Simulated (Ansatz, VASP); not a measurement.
## Sc in VASP and in Ansatz

```xyz
2
Lattice="2.9734 0.0000 0.0000 -1.4867 2.5750 0.0000 0.0000 0.0000 4.5921" Properties=species:S:1:pos:R:3 pbc="T T T"
Sc    0.0000    1.7167    1.1480
Sc    1.4867    0.8583    3.4441
```

Change from the starting cell: volume scaled by 0.78, PAW files.

Alike in both runs: task single point; functional LDA; k mesh 15 × 15 × 8; occupations fermi-dirac, width 0.05 eV; no spin polarisation.

|  | VASP | Ansatz |
| --- | --- | --- |
| version | VASP 6.6.1 | Ansatz 0.2.0 |
| potentials or method | VASP PAW LDA potentials, release 64 (Sc_sv) | PAW with Ansatz's default frozen-core files, scalar-relativistic |
| plane-wave cutoff (eV) | 520 | 420 |
| valence electrons in the cell | 22 | 22 |

```tsv
	VASP	Ansatz	Ansatz less VASP
pressure (GPa)	22.3	22.1	-0.26
traceless stress, the component that is largest in VASP (GPa)	-0.06	-0.11	-0.055
```

LDA's correlation is that of Perdew and Zunger in VASP and of Perdew and Wang (1992) in Ansatz.
